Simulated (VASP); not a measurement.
A run of VASP 6.6.1:

File INCAR:

```
ALGO = Normal ; EDIFF = 1E-6
ENCUT = 600 ; GGA = PE
GGA_COMPAT = False ; ISIF = 2
ISMEAR = 0 ; ISPIN = 2
LASPH = True ; LCHARG = False
LMAXMIX = 4 ; LORBIT = 11
LREAL = False ; LWAVE = False
MAGMOM = 4.37 4.37 0.25 0.25 ; NBANDS = 31
NELM = 200 ; PREC = Accurate
SIGMA = 0.1
```

Contents of KPOINTS:

```
k-points
0
Gamma
  12 12 8
```

File POSCAR:

```
MnO
1.0
    3.4338643018      0.0000000000      0.0000000000
   -1.7169321509      2.9738137185      0.0000000000
    0.0000000000      0.0000000000      5.4132633747
Mn O
2 2
Direct
    0.3333333333      0.6666666667      0.0089619783
    0.6666666667      0.3333333333      0.5089619783
    0.3333333333      0.6666666667      0.3956380217
    0.6666666667      0.3333333333      0.8956380217
```

Potentials or basis: VASP PAW PBE potentials, release 64 (Mn_pv, O).

The run is started by

```console
$ cat potpaw_PBE.64/Mn_pv/POTCAR potpaw_PBE.64/O/POTCAR > POTCAR
$ mpirun -np 1 vasp_std > vasp.out
```

Hardware: 1 thread of Intel Xeon 8259CL (shared host).

Task: Estimate the wall time of this run.

Result: It took 10 min on 1 thread of Intel Xeon 8259CL, on a shared host, peak memory 0.4 GiB. Counts: scf iterations 16, k points 95.
